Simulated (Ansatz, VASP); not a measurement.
**Two plane-wave programs on Sc**

Contents of INCAR:

```
PREC = Accurate
ENCUT = 500
EDIFF = 1E-6
ISMEAR = -1
SIGMA = 0.1
LREAL = F
LASPH = T
NELM = 200
ALGO = Normal
ISIF = 2
LWAVE = F
LCHARG = F
MAGMOM = 0 0 0 0 0 0
LORBIT = 11
LSORBIT = T
GGA_COMPAT = F
LORBMOM = T
LMAXMIX = 4
GGA = PE
NBANDS = 34
```

File KPOINTS:

```
regular mesh
0
Gamma
  11 11 6
```

File POSCAR:

```
Sc
1.0
    3.3193628924      0.0000000000      0.0000000000
   -1.6596814462      2.8746525892      0.0000000000
    0.0000000000      0.0000000000      5.1842605006
Sc
2
Direct
    0.3333333333      0.6666666667      0.2500000000
    0.6666666667      0.3333333333      0.7500000000
```

Input for Ansatz:

```yaml
crystal:
  lattice:
    - [3.3193628924, 0.0, 0.0]
    - [-1.6596814462, 2.8746525892, 0.0]
    - [0.0, 0.0, 5.1842605006]
  atoms:
    - { symbol: Sc, position: [0.3333333333, 0.6666666667, 0.25] }
    - { symbol: Sc, position: [0.6666666667, 0.3333333333, 0.75] }
hamiltonian:
  xc: pbe
  pseudopotentials:
    kind: paw_fr
    azcp:
      Sc: "pseudopotentials/Sc.paw.azcp"
basis:
  ecutwfc: 420
  fft_grid_basis: typed
kpoints:
  mp_grid: { grid: [11, 11, 6], shift: [0, 0, 0] }
magnetization:
  noncollinear: true
  spin_orbit: true
scf:
  occupations: { method: fermi_dirac, width: 0.1 }
```

Alike in both runs: task single point; functional PBE; k mesh 11 × 11 × 6; occupations fermi-dirac, width 0.1 eV; non-collinear spin, spin-orbit coupling.

|  | VASP | Ansatz |
| --- | --- | --- |
| version | VASP 6.6.1 | Ansatz 0.2.0 |
| potentials or method | VASP PAW PBE potentials, release 64 (Sc_sv), cutoff 500 eV | plane waves (420 eV) with PAW, fully relativistic with spin-orbit coupling |
| valence electrons in the cell | 22 | 22 |

|  | VASP | Ansatz | Ansatz less VASP |
| --- | --- | --- | --- |
| net moment per atom (μB) | 0.00 | 0.00 | 0.000 |

The functional is the same, so the differences come from potentials, cutoffs and numerics.
